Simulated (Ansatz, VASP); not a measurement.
# Sn: VASP beside Ansatz

Contents of INCAR:

```
ALGO = Normal
EDIFF = 1E-6
ENCUT = 520
GGA = PE
ISIF = 2
ISMEAR = -1
LASPH = True
LCHARG = True
LELF = True
LREAL = False
LVHAR = True
LWAVE = False
NBANDS = 21
NELM = 100
PREC = Accurate
SIGMA = 0.1
```

The input KPOINTS:

```
k-points
0
Gamma
  18 18 12
```

Contents of POSCAR:

```
Sn
1.0
   -2.8957199336      2.8973486680      1.5591475811
    2.8973486680     -2.8957199336      1.5591475811
    2.8954636595      2.8954636595     -1.5561620221
Sn
2
Direct
    0.0000231878      0.9999768122      0.0000000000
    0.7499768122      0.2500231878      0.5000000000
```

Input for Ansatz:

```yaml
crystal:
  lattice:
    - [-2.8957199336, 2.897348668, 1.5591475811]
    - [2.897348668, -2.8957199336, 1.5591475811]
    - [2.8954636595, 2.8954636595, -1.5561620221]
  atoms:
    - { symbol: Sn, position: [2.31878e-05, 0.9999768122, 0.0] }
    - { symbol: Sn, position: [0.7499768122, 0.2500231878, 0.5] }
hamiltonian:
  xc: pbe
  pseudopotentials:
    kind: paw
    azcp:
      Sn: "pseudopotentials/Sn.paw.azcp"
basis:
  ecutwfc: 420
  fft_grid_basis: typed
kpoints:
  mp_grid: { grid: [18, 18, 12], shift: [0, 0, 0] }
magnetization:
  spin_polarized: false
scf:
  occupations: { method: fermi_dirac, width: 0.1 }
output:
  stress: true
```

Alike in both runs: task single point; functional PBE; k mesh 18 × 18 × 12; occupations fermi-dirac, width 0.1 eV; no spin polarisation.

|  | VASP | Ansatz |
| --- | --- | --- |
| version | VASP 6.6.1 | Ansatz 0.2.0 |
| potentials or method | VASP PAW PBE potentials, release 64 (Sn_d), cutoff 520 eV | plane waves (420 eV) with PAW, scalar-relativistic |
| valence electrons in the cell | 28 | 28 |

|  | VASP | Ansatz | Ansatz less VASP |
| --- | --- | --- | --- |
| pressure (GPa) | 4.7 | 4.8 | +0.08 |
| traceless stress, the component that is largest in VASP (GPa) | 0.31 | 0.30 | -0.007 |
